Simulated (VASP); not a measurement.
InSb, 2 atoms in the cell. Symmetry: F-43m, No. 216, cubic system. Conventional cell: a = 6.493 Å, b = 6.493 Å, c = 6.493 Å, α = 90.00°, β = 90.00°, γ = 90.00°. In (site symmetry -43m) has 4 Sb at 2.81 Å within 3.7 Å. Within 3.7 Å of Sb (site symmetry -43m) lie 4 In at 2.81 Å.  This cell differs from its parent crystal: strain -1.0%.

```yaml
Program: VASP 6.6.1
Task: single point
Functional: PBE
Potentials_or_basis: VASP PAW PBE potentials, release 64 (In_d, Sb)
Cutoff: 520 eV
k_mesh: 6 × 6 × 6
Occupations: fermi-dirac, width 0.02 eV
Spin: no spin polarisation
Dipole_correction: no
Further_INCAR_settings: ALGO = Normal; EDIFF = 1e-06; NBANDS = 16
```

Potentials or basis: VASP PAW PBE potentials, release 64 (In_d, Sb).

Command:

```console
$ cat potpaw_PBE.64/In_d/POTCAR potpaw_PBE.64/Sb/POTCAR > POTCAR
$ mpirun -np 1 vasp_std > vasp.out
```

Hardware: 1 thread of Intel(R) Xeon(R) Platinum 8375C CPU @ 2.90GHz (Ice Lake), with other jobs on the host.

Q: How long does it take, and how much memory?

A: Wall time 29 s on 1 thread of Intel(R) Xeon(R) Platinum 8375C CPU @ 2.90GHz (Ice Lake), with other jobs on the host, peak memory 0.21 GiB. Counts: scf iterations 13, k points 16.
